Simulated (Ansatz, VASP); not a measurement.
## Two plane-wave programs on WS2

The input INCAR:

```
SYSTEM = WS2
ALGO = Normal
DIPOL = 0.5 0.5 0.500
EDIFF = 1E-6
ENCUT = 520
GGA = PE
IDIPOL = 3
ISIF = 2
ISMEAR = 0
IVDW = 12
LASPH = .True.
LCHARG = .False.
LDIPOL = .True.
LREAL = .False.
LWAVE = .False.
NBANDS = 20
NELM = 60
PREC = Accurate
SIGMA = 0.02
```

Contents of KPOINTS:

```
k-points
0
Gamma
  12 12 1
  0 0 0
```

Contents of POSCAR:

```
WS2
1.0
    3.3490000000      0.0000000000      0.0000000000
   -1.6745000000      2.9003190773      0.0000000000
    0.0000000000      0.0000000000     32.2910878415
S W
2 1
Direct
    0.3333333333      0.6666666667      0.4524697866
    0.3333333333      0.6666666667      0.5475424585
    0.6666666667      0.3333333333      0.5000061203
```

Input for Ansatz:

```yaml
crystal:
  lattice:
    - [3.349, 0.0, 0.0]
    - [-1.6745, 2.9003190773, 0.0]
    - [0.0, 0.0, 32.2910878415]
  atoms:
    - { symbol: S, position: [0.3333333333, 0.6666666667, 0.4524697866] }
    - { symbol: W, position: [0.6666666667, 0.3333333333, 0.5000061203] }
    - { symbol: S, position: [0.3333333333, 0.6666666667, 0.5475424585] }
  periodic: [true, true, false]
basis:
  ecutwfc: 420
kpoints:
  mp_grid: { grid: [12, 12, 1] }
hamiltonian:
  xc: pbe
  pseudopotentials: { kind: paw, azcp: { folder: soft_1 } }
  dispersion: d3bj
scf:
  occupations: { method: gaussian, width: 0.02 }
output:
  forces: true
  stress: true
  eigenvalues: true
  write_density: true
  write_potential: true
  elf: true
  volumetric_format: npy
```

Alike in both runs: task single point; functional PBE; dispersion D3(BJ); k mesh 12 × 12 × 1; occupations gaussian, width 0.02 eV; no spin polarisation.

```csv
,VASP,Ansatz
version,VASP 6.6.1,Ansatz 0.2.0
potentials or method,"VASP PAW PBE potentials, release 64 (S, W_sv), cutoff 520 eV","scalar-relativistic, plane waves, PAW"
valence electrons in the cell,26,26
```

Ansatz gave:

- gap on the k mesh at the Fermi level (eV): 0.82
- least direct gap on the mesh (eV): 1.30
- rms of the force components (eV/Å): 0.183

Which values does VASP return?

gap on the k mesh at the Fermi level (eV): 0.83; least direct gap on the mesh (eV): 1.30; rms of the force components (eV/Å): 0.182.

Spin-orbit coupling is off throughout.
